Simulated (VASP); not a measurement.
# MoS2 (P6_3/mmc) in VASP: relaxation of cell and atoms with PBE+D4

Aim: the relaxation of cell and atoms of MoS2 with PBE+D4.

All numbers are computed with VASP 6.6.1; they aren't measurements. Logs are shortened: lines on timing, memory, paths and dates and some standing lists are left out, and cuts for length are marked.

### Step 1. The cell of the first run

It takes space group P6_3/mmc (No. 194, hexagonal). Conventional cell: a = 3.169 Å, b = 3.169 Å, c = 12.324 Å, α = 90.00°, β = 90.00°, γ = 120.00°. Mo (site symmetry -6m2) has 6 S at 2.41 Å and 6 Mo at 3.17 Å within 3.2 Å. Within 3.2 Å of S (site symmetry 3m) lie 3 Mo at 2.41 Å and 7 S at 3.13 to 3.17 Å.

### Step 2. Relaxation of cell and atoms, PBE+D4

INCAR reads:

```
  PREC = Accurate
  ENCUT = 600
  EDIFF = 1E-6
  ISMEAR = 0
  SIGMA = 0.02
  LREAL = F
  LASPH = T
  NELM = 60
  ALGO = Normal
  ISIF = 3
  LWAVE = F
  LCHARG = F
  GGA = PE
  IVDW = 13
  IBRION = 2
  NSW = 100
  EDIFFG = -0.002
```

KPOINTS reads:

```
regular mesh
0
Gamma
  12 12 4
```

POSCAR reads:

```
MoS2
1.0
    3.1690000000      0.0000000000      0.0000000000
   -1.5845000000      2.7444345046      0.0000000000
    0.0000000000      0.0000000000     12.3240000000
Mo S
2 4
Direct
    0.3333333333      0.6666666667      0.2500000000
    0.6666666667      0.3333333333      0.7500000000
    0.3333333333      0.6666666667      0.6230000000
    0.6666666667      0.3333333333      0.1230000000
    0.3333333333      0.6666666667      0.8770000000
    0.6666666667      0.3333333333      0.3770000000
```

Potentials or basis: VASP PAW PBE potentials, release 64 (Mo_sv, S).

The run is started by

```sh
$ cat potpaw_PBE.64/Mo_sv/POTCAR potpaw_PBE.64/S/POTCAR > POTCAR
$ mpirun -np 1 vasp_std > vasp.out
```

OUTCAR:

```text
PREC = Accurate
   ENCUT = 600
   EDIFF = 1E-6
   ISMEAR = 0
   LREAL = F
   LASPH = T
   NELM = 60
   ISIF = 3
   GGA = PE
   IVDW = 13
   IBRION = 2
   NSW = 100
   EDIFFG = -0.002

 ion  position               nearest neighbor table
   1  0.333  0.667  0.250-   4 2.41   6 2.41   4 2.41   6 2.41   4 2.41   6 2.41
   2  0.667  0.333  0.750-   3 2.41   5 2.41   3 2.41   5 2.41   3 2.41   5 2.41
   3  0.333  0.667  0.623-   2 2.41   2 2.41   2 2.41
   4  0.667  0.333  0.123-   1 2.41   1 2.41   1 2.41
   5  0.333  0.667  0.877-   2 2.41   2 2.41   2 2.41
   6  0.667  0.333  0.377-   1 2.41   1 2.41   1 2.41

  LATTYP: Found a hexagonal cell.
 ALAT       =     3.1690000000
 C/A-ratio  =     3.8889239508

  Lattice vectors:

 A1 = (   3.1690000000,   0.0000000000,   0.0000000000)
 A2 = (  -1.5845000000,   2.7444345046,   0.0000000000)
 A3 = (   0.0000000000,   0.0000000000,  12.3240000000)

Analysis of symmetry for initial positions (statically):
=====================================================================
 Subroutine PRICEL returns:
 Original cell was already a primitive cell.

 Routine SETGRP: Setting up the symmetry group for a
 hexagonal supercell.

 Subroutine GETGRP returns: Found 24 space group operations
 (whereof 12 operations were pure point group operations)
 out of a pool of 24 trial point group operations.

The static configuration has the point symmetry D_3d.
 The point group associated with its full space group is D_6h.

Analysis of symmetry for dynamics (positions and initial velocities):
=====================================================================
 Subroutine PRICEL returns:
 Original cell was already a primitive cell.

 Routine SETGRP: Setting up the symmetry group for a
 hexagonal supercell.

 Subroutine GETGRP returns: Found 24 space group operations
 (whereof 12 operations were pure point group operations)
 out of a pool of 24 trial point group operations.

The dynamic configuration has the point symmetry D_3d.
 The point group associated with its full space group is D_6h.

 Subroutine INISYM returns: Found 24 space group operations
 (whereof 12 operations are pure point group operations),
 and found     1 'primitive' translations

----------------------------------------------------------------------------------------

                                     Primitive cell

  volume of cell :     107.1832

  direct lattice vectors                    reciprocal lattice vectors
     3.169000000  0.000000000  0.000000000     0.315556958  0.182186895  0.000000000
    -1.584500000  2.744434505  0.000000000     0.000000000  0.364373789  0.000000000
     0.000000000  0.000000000 12.324000000     0.000000000  0.000000000  0.081142486

  length of vectors
     3.169000000  3.169000000 12.324000000     0.364373789  0.364373789  0.081142486

  position of ions in fractional coordinates (direct lattice)
     0.333333333  0.666666667  0.250000000
     0.666666667  0.333333333  0.750000000
     0.333333333  0.666666667  0.623000000
     0.666666667  0.333333333  0.123000000
     0.333333333  0.666666667  0.877000000
     0.666666667  0.333333333  0.377000000

  ion indices of the primitive-cell ions
   primitive index   ion index
                 1           1
                 2           2
                 3           3
                 4           4
                 5           5
                 6           6

----------------------------------------------------------------------------------------

 KPOINTS: regular mesh

Automatic generation of k-mesh.
 Grid dimensions read from file:
 generate k-points for:   12   12    4

 Generating k-lattice:

  Cartesian coordinates                     Fractional coordinates (reciprocal lattice)
     0.026296413  0.015182241  0.000000000     0.083333333  0.000000000  0.000000000
     0.000000000  0.030364482  0.000000000     0.000000000  0.083333333  0.000000000
     0.000000000  0.000000000  0.020285622     0.000000000  0.000000000  0.250000000

  Length of vectors
     0.030364482  0.030364482  0.020285622

  Shift w.r.t. Gamma in fractional coordinates (k-lattice)
     0.000000000  0.000000000  0.000000000

 Subroutine IBZKPT returns following result:
 ===========================================

 Found     57 irreducible k-points:

 Following reciprocal coordinates:
            Coordinates               Weight
  0.000000  0.000000  0.000000      1.000000
  0.083333  0.000000  0.000000      6.000000
  0.166667 -0.000000  0.000000      6.000000
  0.250000 -0.000000  0.000000      6.000000
  0.333333 -0.000000  0.000000      6.000000
  0.416667 -0.000000  0.000000      6.000000
[... 16 lines left out ...]
  0.250000 -0.000000  0.250000     12.000000
  0.333333 -0.000000  0.250000     12.000000
 [... further k-points ...]
   k-points           NKPTS =     57   k-points in BZ     NKDIM =     57   number of bands    NBANDS=     31
   number of dos      NEDOS =    301   number of ions     NIONS =      6
   total plane-waves  NPLWV =  76832
   dimension x,y,z NGX =    28 NGY =   28 NGZ =   98
   dimension x,y,z NGXF=    56 NGYF=   56 NGZF=  196
   ions per type =               2   4
   NGX,Y,Z   is equivalent  to a cutoff of  14.69, 14.69, 13.22 a.u.
   NGXF,Y,Z  is equivalent  to a cutoff of  29.38, 29.38, 26.44 a.u.
 SYSTEM =  unknown system
   PREC   = accura    normal or accurate (medium, high low for compatibility)
   ISTART =      0    job   : 0-new  1-cont  2-samecut
   ICHARG =      2    charge: 1-file 2-atom 10-const
   ISPIN  =      1    spin polarized calculation?
   LNONCOLLINEAR =      F non collinear calculations
   LSORBIT =      F    spin-orbit coupling
   LASPH  =      T    aspherical Exc in radial PAW
   ENCUT  =  600.0 eV  44.10 Ry    6.64 a.u.   6.33  6.33 24.61*2*pi/ulx,y,z
   NELM   =     60;   NELMIN=  2; NELMDL= -5     # of ELM steps
   EDIFF  = 0.1E-05   stopping-criterion for ELM
   LREAL  =      F    real-space projection
   EDIFFG = -.2E-02   stopping-criterion for IOM
   NSW    =    100    number of steps for IOM
   IBRION =      2    ionic relax: 0-MD 1-quasi-New 2-CG
   NFREE  =      1    steps in history (QN), initial steepest desc. (CG)
   ISIF   =      3    stress and relaxation
   ISYM   =      2    0-nonsym 1-usesym 2-fastsym
   POTIM  = 0.5000    time-step for ionic-motion
   TEBEG  =    0.0;   TEEND  =   0.0 temperature during run
   PSTRESS=    0.0 pullay stress
   NELECT =      52.0000    total number of electrons
   NUPDOWN=      -1.0000    fix difference up-down
   EMIN   =  10.00;   EMAX   =-10.00  energy-range for DOS
   EFERMI =   0.00;   METHOD = LEGACY
   ISMEAR =     0;   SIGMA  =   0.02  broadening in eV -4-tet -1-fermi 0-gaus
   EFERMI_NEDOS =   21; number of points for ismear=-14 and -15
   IALGO  =     38    algorithm
   IMIX   =      4    mixing-type and parameters
     AMIX     =   0.40;   BMIX     =  1.00
     AMIX_MAG =   1.60;   BMIX_MAG =  1.00
  volume/ion in A,a.u.               =      17.86       120.55
  Fermi-wavevector in a.u.,A,eV,Ry     =   1.286373  2.430893 22.514325  1.654756
  Thomas-Fermi vector in A             =   2.418452
   LORBIT       =      0    0 simple, 1 ext, 2 COOP (PROOUT), +10 PAW based schemes
   GGA     = PE    functional components
   LHFCALC =     F    Hartree Fock is set to
   AEXX    =    0.0000 exact exchange contribution
   IVDW    =    13    specifies the selected vdW correction
   LEPSILON=     F    determine dielectric tensor
   LRPA    =     F    only Hartree local field effects (RPA)
 conjugate gradient relaxation of ions
 non-spin polarized calculation
 Gauss-broadening in eV      SIGMA  =   0.02
  energy-cutoff  :      600.00
  volume of cell :      107.18
 maximum number of plane-waves:      3614
 NGX is ok and might be reduce to    28
   NGX = 13   NGY = 13   NGZ = 49

--------------------------------------- Ionic step        1  -------------------------------------------

 number of electron      52.0000000 magnetization

 Free energy of the ion-electron system (eV)
  ---------------------------------------------------
  ext. energy  EPLUGINS =         0.00000000
  ---------------------------------------------------
  free energy    TOTEN  =       -43.61557470 eV

  energy without entropy =      -43.61557470  energy(sigma->0) =      -43.61557470

------------------------ aborting loop because EDIFF is reached ----------------------------------------

  DFT-D4 for vdW energy calculation

  Edisp (eV):   -2.54698

  FORCE on cell =-STRESS in cart. coord.  units (eV):
  Direction    XX          YY          ZZ          XY          YZ          ZX
  --------------------------------------------------------------------------------------
  -------------------------------------------------------------------------------------
  Total      -1.20363    -1.20363    -1.05989     0.00000    -0.00000    -0.00000
  in kB     -17.99191   -17.99191   -15.84321     0.00000    -0.00000    -0.00000
  external pressure =      -17.28 kB  Pullay stress =        0.00 kB
[... 109 lines left out ...]
  FREE ENERGIE OF THE ION-ELECTRON SYSTEM (eV)
  ---------------------------------------------------
  free  energy   TOTEN  =       -46.1686464025 eV

  energy  without entropy=      -46.1686464025  energy(sigma->0) =      -46.16864640

[... ionic steps 4 to 32 ...]

--------------------------------------- Ionic step       33  -------------------------------------------

 number of electron      52.0000001 magnetization

------------------------ aborting loop because EDIFF is reached ----------------------------------------

  DFT-D4 for vdW energy calculation

  Edisp (eV):   -2.60029
[... 77 lines left out ...]
  energy  without entropy=      -46.1722503795  energy(sigma->0) =      -46.17225038

--------------------------------------- Ionic step       35  -------------------------------------------

 number of electron      52.0000001 magnetization

 Free energy of the ion-electron system (eV)
  ---------------------------------------------------
  ext. energy  EPLUGINS =         0.00000000
  ---------------------------------------------------
  free energy    TOTEN  =       -43.57202882 eV

  energy without entropy =      -43.57202882  energy(sigma->0) =      -43.57202882

 E-fermi :   7.9272     XC(G=0): -10.9504

 val. band max:        7.8020116321   @ k =   0.0000   0.0000   0.0000
 cond. band min:       8.6433410112   @ k =   0.1667   0.1667   0.0000
 fundamental gap:      0.8413293791
 Fermi energy:         7.9272137409

 k-point     1 :       0.0000    0.0000    0.0000
  band No.  band energies     occupation
      1     -53.7199      2.00000
      2     -53.7199      2.00000
      3     -27.8820      2.00000
      4     -27.8819      2.00000
      5     -27.6451      2.00000
      6     -27.6451      2.00000
[... 805 lines left out ...]
     30       9.7641      0.00000
     31      10.4620      0.00000

 [... further k-points ...]

------------------------ aborting loop because EDIFF is reached ----------------------------------------

  DFT-D4 for vdW energy calculation

  Edisp (eV):   -2.60022

  FORCE on cell =-STRESS in cart. coord.  units (eV):
  Direction    XX          YY          ZZ          XY          YZ          ZX
  --------------------------------------------------------------------------------------
  -------------------------------------------------------------------------------------
  Total       0.00470     0.00470    -0.01126    -0.00000     0.00000    -0.00000
  in kB       0.07181     0.07181    -0.17216    -0.00000     0.00000    -0.00000
  external pressure =       -0.01 kB  Pullay stress =        0.00 kB
[... 21 lines left out ...]
  FREE ENERGIE OF THE ION-ELECTRON SYSTEM (eV)
  ---------------------------------------------------
  free  energy   TOTEN  =       -46.1722498087 eV

  energy  without entropy=      -46.1722498087  energy(sigma->0) =      -46.17224981

 reached required accuracy - stopping structural energy minimisation
```

It took 22 min on 1 thread of Intel Xeon 6975P-C (Granite Rapids), shared host; peak memory 0.4 GiB.

What came out:

| Quantity | Value |
| --- | --- |
| Free energy | -46.1722 eV |
| Relaxed volume | 17.47 Å³/atom |
| Relaxed cell | a = 3.153 Å, b = 3.153 Å, c = 12.175 Å, α = 90.00°, β = 90.00°, γ = 120.00° |
| Space group after relaxing (to 0.1 Å) | P6_3/mmc (No. 194) |
| Energy gained by relaxing | 1.6 meV/atom |
| Ionic steps | 35 |
| Pressure after relaxing | 0.0 GPa |
| Band gap on the k mesh | 0.84 eV (least direct gap 1.70 eV) |
| Dispersion energy per atom | -0.433 eV |

The path:
```tsv
step	energy change (eV)	largest force (eV/Å)	pressure (GPa)	volume (Å³)
1	0.0000	0.0977	-1.73	107.18
2	0.0145	0.4441	3.10	104.22
3	-0.0061	0.0877	-0.10	106.13
4	-0.0061	0.0915	-0.07	106.11
5	-0.0073	0.0358	-0.02	105.82
6	-0.0073	0.0302	-0.02	105.79
7	-0.0073	0.0193	-0.01	105.73
8	-0.0073	0.0268	0.00	105.77
9	-0.0078	0.0153	-0.08	105.69
10	-0.0089	0.0193	-0.31	105.45
11	-0.0086	0.0884	-0.72	104.97
12	-0.0091	0.0378	-0.41	105.32
13	-0.0093	0.0284	-0.33	105.22
14	-0.0097	0.0005	-0.09	104.93
15	-0.0097	0.0077	-0.02	104.85
16	-0.0097	0.0070	-0.02	104.86
17	-0.0097	0.0037	-0.05	104.89
18	-0.0097	0.0058	-0.05	104.87
19	-0.0097	0.0053	-0.04	104.86
20	-0.0097	0.0046	-0.01	104.84
21	-0.0097	0.0024	0.06	104.80
22	-0.0097	0.0039	0.02	104.83
23	-0.0097	0.0044	0.02	104.83
24	-0.0097	0.0046	0.01	104.84
25	-0.0097	0.0047	0.01	104.84
26	-0.0097	0.0046	0.01	104.84
27	-0.0097	0.0030	-0.01	104.84
28	-0.0097	0.0027	-0.01	104.84
29	-0.0097	0.0020	-0.01	104.84
30	-0.0097	0.0006	-0.03	104.83
31	-0.0097	0.0017	-0.01	104.82
32	-0.0097	0.0006	0.00	104.82
33	-0.0097	0.0003	0.01	104.83
34	-0.0097	0.0005	0.00	104.83
35	-0.0097	0.0012	0.00	104.83
```

Final structure:
```cif
data_structure
_symmetry_space_group_name_H-M 'P 1'
_symmetry_Int_Tables_number 1
_cell_length_a 3.1532
_cell_length_b 3.1532
_cell_length_c 12.1750
_cell_angle_alpha 90.000
_cell_angle_beta 90.000
_cell_angle_gamma 120.000
_cell_volume 104.83
loop_
_atom_site_label
_atom_site_type_symbol
_atom_site_fract_x
_atom_site_fract_y
_atom_site_fract_z
_atom_site_occupancy
Mo1 Mo 0.33333 0.66667 0.25000 1
Mo2 Mo 0.66667 0.33333 0.75000 1
S1 S 0.33333 0.66667 0.62157 1
S2 S 0.66667 0.33333 0.12157 1
S3 S 0.33333 0.66667 0.87843 1
S4 S 0.66667 0.33333 0.37843 1
```

Levels at points of the mesh, in eV from the valence-band top:
```
           k point  band 24  band 25  band 26  band 27  band 28  band 29
(0.00, 0.00, 0.00)    -1.23    -1.15     0.00     2.11     2.11     2.14
(0.50, 0.00, 0.00)    -1.52    -1.45    -1.31     1.63     1.68     2.01
(0.00, 0.00, 0.50)    -2.17    -0.27    -0.27     2.11     2.11     2.11
(0.50, 0.00, 0.50)    -1.64    -1.37    -1.37     1.65     1.65     2.17
```

A k mesh can miss the band edges.
